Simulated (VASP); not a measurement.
# MoS (Fm-3m) in VASP: further runs

MoS is run at these levels: PBE+U; tasks: single point, relaxation of cell and atoms.

All numbers are computed with VASP 6.6.1; they aren't measurements. Logs are shortened: lines on timing, memory, paths and dates and some standing lists are left out, and cuts for length are marked.

## Step 1: The cell of the first run

Symmetry: Fm-3m, No. 225, cubic system. Conventional cell: a = 5.467 Å, b = 5.467 Å, c = 5.467 Å, α = 90.00°, β = 90.00°, γ = 90.00°. Within 3.6 Å of Mo (site symmetry m-3m) lie 6 S at 2.73 Å. Within 3.6 Å of S (site symmetry m-3m) lie 6 Mo at 2.73 Å.

## Step 2: Single point, PBE+U, collinear spin, ferromagnetic start

INCAR reads:

```
SYSTEM = MoS
ALGO = Normal ; EDIFF = 1E-6
ENCUT = 520 ; GGA = PE
ISIF = 2 ; ISMEAR = 0
ISPIN = 2 ; LASPH = .True.
LCHARG = .False. ; LDAU = .True.
LDAUJ = 0 0 ; LDAUL = 2 -1
LDAUPRINT = 1 ; LDAUTYPE = 2
LDAUU = 4.38 0 ; LMAXMIX = 4
LORBIT = 11 ; LREAL = .False.
LWAVE = .False. ; MAGMOM = 2.3 0
NBANDS = 21 ; NELM = 150
PREC = Accurate ; SIGMA = 0.1
```

KPOINTS reads:

```
k-points
0
Gamma
  8 8 8
  0 0 0
```

POSCAR reads:

```
MoS
1.0
    0.0000000000      2.7336389236      2.7336389236
    2.7336389236      0.0000000000      2.7336389236
    2.7336389236      2.7336389236      0.0000000000
Mo S
1 1
Direct
    0.0000000000      0.0000000000      0.0000000000
    0.5000000000      0.5000000000      0.5000000000
```

Potentials or basis: VASP PAW PBE potentials, release 64 (Mo_sv, S).

Launch:

```sh
$ cat potpaw_PBE.64/Mo_sv/POTCAR potpaw_PBE.64/S/POTCAR > POTCAR
$ mpirun -np 1 vasp_std > vasp.out
```

OUTCAR:

```text
SYSTEM = MoS
   EDIFF = 1E-6
   ENCUT = 520
   GGA = PE
   ISIF = 2
   ISMEAR = 0
   ISPIN = 2
   LASPH = .True.
   LORBIT = 11
   LREAL = .False.
   NELM = 150
   PREC = Accurate

 ion  position               nearest neighbor table
   1  0.000  0.000  0.000-   2 2.73   2 2.73   2 2.73   2 2.73   2 2.73   2 2.73
   2  0.500  0.500  0.500-   1 2.73   1 2.73   1 2.73   1 2.73   1 2.73   1 2.73

  LATTYP: Found a face centered cubic cell.
 ALAT       =     5.4672778472

  Lattice vectors:

 A1 = (   0.0000000000,   2.7336389236,   2.7336389236)
 A2 = (   2.7336389236,   0.0000000000,   2.7336389236)
 A3 = (   2.7336389236,   2.7336389236,   0.0000000000)

Analysis of symmetry for initial positions (statically):
=====================================================================
 Subroutine PRICEL returns:
 Original cell was already a primitive cell.

 Routine SETGRP: Setting up the symmetry group for a
 face centered cubic supercell.

 Subroutine GETGRP returns: Found 48 space group operations
 (whereof 48 operations were pure point group operations)
 out of a pool of 48 trial point group operations.

The static configuration has the point symmetry O_h .

Analysis of symmetry for dynamics (positions and initial velocities):
=====================================================================
 Subroutine PRICEL returns:
 Original cell was already a primitive cell.

 Routine SETGRP: Setting up the symmetry group for a
 face centered cubic supercell.

 Subroutine GETGRP returns: Found 48 space group operations
 (whereof 48 operations were pure point group operations)
 out of a pool of 48 trial point group operations.

The dynamic configuration has the point symmetry O_h .

Analysis of structural, dynamic, and magnetic symmetry:
=====================================================================
 Subroutine PRICEL returns:
 Original cell was already a primitive cell.

 Routine SETGRP: Setting up the symmetry group for a
 face centered cubic supercell.

 Subroutine GETGRP returns: Found 48 space group operations
 (whereof 48 operations were pure point group operations)
 out of a pool of 48 trial point group operations.

The overall configuration has the point symmetry O_h .

 Subroutine INISYM returns: Found 48 space group operations
 (whereof 48 operations are pure point group operations),
 and found     1 'primitive' translations

----------------------------------------------------------------------------------------

                                     Primitive cell

  volume of cell :      40.8558

  direct lattice vectors                    reciprocal lattice vectors
     0.000000000  2.733638924  2.733638924    -0.182906380  0.182906380  0.182906380
     2.733638924  0.000000000  2.733638924     0.182906380 -0.182906380  0.182906380
     2.733638924  2.733638924  0.000000000     0.182906380  0.182906380 -0.182906380

  length of vectors
     3.865949240  3.865949240  3.865949240     0.316803143  0.316803143  0.316803143

  position of ions in fractional coordinates (direct lattice)
     0.000000000  0.000000000  0.000000000
     0.500000000  0.500000000  0.500000000

  ion indices of the primitive-cell ions
   primitive index   ion index
                 1           1
                 2           2

----------------------------------------------------------------------------------------

 KPOINTS: k-points

Automatic generation of k-mesh.
 Grid dimensions read from file:
 generate k-points for:    8    8    8

 Generating k-lattice:

  Cartesian coordinates                     Fractional coordinates (reciprocal lattice)
    -0.022863298  0.022863298  0.022863298     0.125000000  0.000000000  0.000000000
     0.022863298 -0.022863298  0.022863298     0.000000000  0.125000000  0.000000000
     0.022863298  0.022863298 -0.022863298     0.000000000  0.000000000  0.125000000

  Length of vectors
     0.039600393  0.039600393  0.039600393

  Shift w.r.t. Gamma in fractional coordinates (k-lattice)
     0.000000000  0.000000000  0.000000000

 Subroutine IBZKPT returns following result:
 ===========================================

 Found     29 irreducible k-points:

 Following reciprocal coordinates:
            Coordinates               Weight
  0.000000  0.000000  0.000000      1.000000
  0.125000  0.000000  0.000000      8.000000
  0.250000  0.000000  0.000000      8.000000
  0.375000  0.000000  0.000000      8.000000
  0.500000  0.000000  0.000000      4.000000
  0.125000  0.125000  0.000000      6.000000
[... 16 lines left out ...]
  0.500000  0.250000  0.125000     48.000000
 -0.375000  0.250000  0.125000     24.000000
 [... further k-points ...]
   k-points           NKPTS =     29   k-points in BZ     NKDIM =     29   number of bands    NBANDS=     21
   number of dos      NEDOS =    301   number of ions     NIONS =      2
   total plane-waves  NPLWV =  27000
   dimension x,y,z NGX =    30 NGY =   30 NGZ =   30
   dimension x,y,z NGXF=    60 NGYF=   60 NGZF=   60
   ions per type =               1   1
   NGX,Y,Z   is equivalent  to a cutoff of  12.90, 12.90, 12.90 a.u.
   NGXF,Y,Z  is equivalent  to a cutoff of  25.80, 25.80, 25.80 a.u.
 SYSTEM =  MoS
   PREC   = accura    normal or accurate (medium, high low for compatibility)
   ISTART =      0    job   : 0-new  1-cont  2-samecut
   ICHARG =      2    charge: 1-file 2-atom 10-const
   ISPIN  =      2    spin polarized calculation?
   LNONCOLLINEAR =      F non collinear calculations
   LSORBIT =      F    spin-orbit coupling
   LASPH  =      T    aspherical Exc in radial PAW
   ENCUT  =  520.0 eV  38.22 Ry    6.18 a.u.   7.19  7.19  7.19*2*pi/ulx,y,z
   NELM   =    150;   NELMIN=  2; NELMDL= -5     # of ELM steps
   EDIFF  = 0.1E-05   stopping-criterion for ELM
   LREAL  =      F    real-space projection
   EDIFFG = 0.1E-04   stopping-criterion for IOM
   NSW    =      0    number of steps for IOM
   IBRION =     -1    ionic relax: 0-MD 1-quasi-New 2-CG
   NFREE  =      0    steps in history (QN), initial steepest desc. (CG)
   ISIF   =      2    stress and relaxation
   ISYM   =      2    0-nonsym 1-usesym 2-fastsym
   POTIM  = 0.5000    time-step for ionic-motion
   TEBEG  =    0.0;   TEEND  =   0.0 temperature during run
   PSTRESS=    0.0 pullay stress
   NELECT =      20.0000    total number of electrons
   NUPDOWN=      -1.0000    fix difference up-down
   EMIN   =  10.00;   EMAX   =-10.00  energy-range for DOS
   EFERMI =   0.00;   METHOD = LEGACY
   ISMEAR =     0;   SIGMA  =   0.10  broadening in eV -4-tet -1-fermi 0-gaus
   EFERMI_NEDOS =   21; number of points for ismear=-14 and -15
   IALGO  =     38    algorithm
   IMIX   =      4    mixing-type and parameters
     AMIX     =   0.40;   BMIX     =  1.00
     AMIX_MAG =   1.60;   BMIX_MAG =  1.00
  volume/ion in A,a.u.               =      20.43       137.85
  Fermi-wavevector in a.u.,A,eV,Ry     =   1.290230  2.438180 22.649517  1.664693
  Thomas-Fermi vector in A             =   2.422074
   LORBIT       =     11    0 simple, 1 ext, 2 COOP (PROOUT), +10 PAW based schemes
 LDA+U is selected, type is set to LDAUTYPE =  2
   angular momentum for each species LDAUL =     2   -1
   U (eV)           for each species LDAUU =   4.4  0.0
   J (eV)           for each species LDAUJ =   0.0  0.0
   GGA     = PE    functional components
   LHFCALC =     F    Hartree Fock is set to
   AEXX    =    0.0000 exact exchange contribution
   IVDW    =     0    specifies the selected vdW correction
   LEPSILON=     F    determine dielectric tensor
   LRPA    =     F    only Hartree local field effects (RPA)
 spin polarized calculation
 Gauss-broadening in eV      SIGMA  =   0.10
  energy-cutoff  :      520.00
  volume of cell :       40.86
 maximum number of plane-waves:      1124
 NGX is ok and might be reduce to    30
   NGX = 15   NGY = 15   NGZ = 15

atom =   1  type =  1  l = 2

 onsite density matrix

spin component  1

  0.8552 -0.0000  0.0000  0.0000  0.0000
 -0.0000  0.8552 -0.0000  0.0000 -0.0000
  0.0000 -0.0000  0.5662  0.0000  0.0000
  0.0000  0.0000  0.0000  0.8552 -0.0000
  0.0000 -0.0000  0.0000 -0.0000  0.5662

spin component  2

  0.0238  0.0000  0.0000  0.0000 -0.0000
  0.0000  0.0238 -0.0000  0.0000 -0.0000
  0.0000 -0.0000  0.0843 -0.0000 -0.0000
  0.0000  0.0000 -0.0000  0.0238 -0.0000
 -0.0000 -0.0000 -0.0000 -0.0000  0.0843

 occupancies and eigenvectors

  o =  0.0238  v =  0.0000  0.0000  0.0000  0.0000  0.0000  0.0000  0.0213 -0.0000  0.9998 -0.0000      0.0000  0.0000  0.0000  0.0000  0.0000  0.0000  0.0000  0.0000  0.0000  0.0000
  o =  0.0238  v =  0.0000  0.0000  0.0000  0.0000  0.0000  0.0000  0.9998  0.0000 -0.0213  0.0000      0.0000  0.0000  0.0000  0.0000  0.0000  0.0000  0.0000  0.0000  0.0000  0.0000
  o =  0.0238  v =  0.0000  0.0000  0.0000  0.0000  0.0000  1.0000  0.0000  0.0000  0.0000  0.0000      0.0000  0.0000  0.0000  0.0000  0.0000  0.0000  0.0000  0.0000  0.0000  0.0000
  o =  0.0843  v =  0.0000  0.0000  0.0000  0.0000  0.0000  0.0000  0.0000  0.9987  0.0000  0.0517      0.0000  0.0000  0.0000  0.0000  0.0000  0.0000  0.0000  0.0000  0.0000  0.0000
  o =  0.0843  v =  0.0000  0.0000  0.0000  0.0000  0.0000  0.0000 -0.0000 -0.0517  0.0000  0.9987      0.0000  0.0000  0.0000  0.0000  0.0000  0.0000  0.0000  0.0000  0.0000  0.0000
  o =  0.5662  v =  0.0000  0.0000  0.3026  0.0000 -0.9531  0.0000  0.0000  0.0000  0.0000  0.0000      0.0000  0.0000  0.0000  0.0000  0.0000  0.0000  0.0000  0.0000  0.0000  0.0000
  o =  0.5662  v =  0.0000  0.0000 -0.9531 -0.0000 -0.3026  0.0000  0.0000  0.0000  0.0000  0.0000      0.0000  0.0000  0.0000  0.0000  0.0000  0.0000  0.0000  0.0000  0.0000  0.0000
  o =  0.8552  v =  1.0000  0.0000  0.0000  0.0000  0.0000  0.0000  0.0000  0.0000  0.0000  0.0000      0.0000  0.0000  0.0000  0.0000  0.0000  0.0000  0.0000  0.0000  0.0000  0.0000
  o =  0.8552  v =  0.0000  0.9683  0.0000 -0.2499  0.0000  0.0000  0.0000  0.0000  0.0000  0.0000      0.0000  0.0000  0.0000  0.0000  0.0000  0.0000  0.0000  0.0000  0.0000  0.0000
  o =  0.8552  v =  0.0000 -0.2499  0.0000 -0.9683 -0.0000  0.0000  0.0000  0.0000  0.0000  0.0000      0.0000  0.0000  0.0000  0.0000  0.0000  0.0000  0.0000  0.0000  0.0000  0.0000

 number of electron      19.9999997 magnetization       3.9039037

 Free energy of the ion-electron system (eV)
  ---------------------------------------------------
  ext. energy  EPLUGINS =         0.00000000
  ---------------------------------------------------
  free energy    TOTEN  =       -11.16285492 eV

  energy without entropy =      -11.15684334  energy(sigma->0) =      -11.15984913

 E-fermi :   7.9147     XC(G=0): -10.5860

 val. band max:        7.8973610179   @ k =   0.3750   0.3750   0.0000
 cond. band min:       7.9266440871   @ k =   0.2500   0.1250   0.0000
 fundamental gap:      0.0292830692
 Fermi energy:         7.9147473655

 spin component 1

 k-point     1 :       0.0000    0.0000    0.0000
  band No.  band energies     occupation
      1     -54.2465      1.00000
      2     -28.4512      1.00000
      3     -28.4512      1.00000
      4     -28.4512      1.00000
      5      -6.7243      1.00000
      6       4.1729      1.00000
[... 13 lines left out ...]
     20      20.9780      0.00000
     21      20.9780      0.00000
[... 529 lines left out ...]
 k-point    24 :      -0.3750    0.2500    0.1250
  band No.  band energies     occupation
      1     -54.2427      1.00000
      2     -28.4992      1.00000
      3     -28.4723      1.00000
      4     -28.4632      1.00000
      5      -5.6580      1.00000
      6       1.1992      1.00000
[... 13 lines left out ...]
     20      21.5325      0.00000
     21      22.4955      0.00000

 [... further k-points ...]

 spin component 2

 k-point     1 :       0.0000    0.0000    0.0000
  band No.  band energies     occupation
      1     -51.9932      1.00000
      2     -25.9386      1.00000
      3     -25.9386      1.00000
      4     -25.9386      1.00000
      5      -6.6215      1.00000
      6       5.2048      1.00000
[... 13 lines left out ...]
     20      22.9298      0.00000
     21      22.9298      0.00000
[... 529 lines left out ...]
 k-point    24 :      -0.3750    0.2500    0.1250
  band No.  band energies     occupation
      1     -51.9893      1.00000
      2     -25.9910      1.00000
      3     -25.9608      1.00000
      4     -25.9510      1.00000
      5      -5.6405      1.00000
      6       2.0772      1.00000
[... 13 lines left out ...]
     20      22.4205      0.00000
     21      24.0280      0.00000

 [... further k-points ...]
[... 5 lines left out ...]
  --------------------------------------------------------------------------------------
  -------------------------------------------------------------------------------------
  Total       -0.5208548     -0.5208548     -0.5208548      0.0000000      0.0000000     -0.0000000
  in kB      -20.4255507    -20.4255507    -20.4255507      0.0000000      0.0000000     -0.0000000
  external PRESSURE =     -20.4255507 kB  Pullay stress =       0.0000000 kB

 VOLUME and BASIS-vectors are now :
 -----------------------------------------------------------------------------
  energy-cutoff  :      520.00
  volume of cell :       40.86
      direct lattice vectors                 reciprocal lattice vectors
     0.000000000  2.733638924  2.733638924    -0.182906380  0.182906380  0.182906380
     2.733638924  0.000000000  2.733638924     0.182906380 -0.182906380  0.182906380
     2.733638924  2.733638924  0.000000000     0.182906380  0.182906380 -0.182906380

 POSITION                                       TOTAL-FORCE (eV/Angst)
 -----------------------------------------------------------------------------------
      0.00000      0.00000      0.00000        -0.000000     -0.000000     -0.000000
      2.73364      2.73364      2.73364         0.000000      0.000000      0.000000
 -----------------------------------------------------------------------------------
    total drift:                               -0.000000      0.000000      0.000000

  FREE ENERGIE OF THE ION-ELECTRON SYSTEM (eV)
  ---------------------------------------------------
  free  energy   TOTEN  =       -11.1628549213 eV

  energy  without entropy=      -11.1568433420  energy(sigma->0) =      -11.15984913

 total charge

# of ion       s       p       d       tot
------------------------------------------
    1        2.193   6.053   3.901  12.147
    2        1.328   2.373   0.000   3.701
--------------------------------------------------
tot          3.521   8.427   3.901  15.849

 magnetization (x)

# of ion       s       p       d       tot
------------------------------------------
    1        0.068   0.026   3.432   3.525
    2        0.013  -0.106   0.000  -0.093
--------------------------------------------------
tot          0.081  -0.080   3.432   3.433
```

It took 1.8 min on 1 thread of Intel Xeon 8259CL, shared host; peak memory 0.21 GiB.

Results:

* Free energy: -11.1629 eV
* Pressure: -2.0 GPa
* Net moment: 3.90 μB per cell
* Site moments: Mo +3.52; S -0.09 μB
* Valence electrons inside the program's atomic spheres: Mo 12.15; S 3.70

Levels at points of the mesh, in eV from the Fermi level:
Spin up:
```tsv
k point	band 10	band 11	band 12	band 13	band 14	band 15
(0.00, 0.00, 0.00)	-2.70	-2.70	-2.33	-2.33	0.72	8.22
(0.50, 0.00, 0.00)	-2.49	-1.90	2.10	2.30	2.30	5.47
(0.50, 0.50, 0.00)	-2.28	-2.28	-1.72	-0.30	1.30	7.32
```
Spin down:
```
           k point  band 4  band 5  band 6  band 7  band 8  band 9  band 10  band 11  band 12  band 13
(0.00, 0.00, 0.00)  -33.85  -14.54   -2.71   -2.71   -2.71    1.29     1.29     1.29     1.35     1.35
(0.50, 0.00, 0.00)  -33.86  -13.56   -6.36   -4.14   -4.14    2.85     3.44     3.46     3.46     5.46
(0.50, 0.50, 0.00)  -33.88  -13.66   -5.42   -3.69   -3.69   -0.52     2.20     2.86     3.76     4.13
```

Eigenvalues of the final occupation matrices:
| site | spin | trace | eigenvalues |
| --- | --- | --- | --- |
| site 1 d | 1 | 3.70 | 0.57 0.57 0.86 0.86 0.86 |
| site 1 d | 2 | 0.24 | 0.02 0.02 0.02 0.08 0.08 |

The state reached can hang on the start; a lower one may exist.

[end of part 1 of 2]
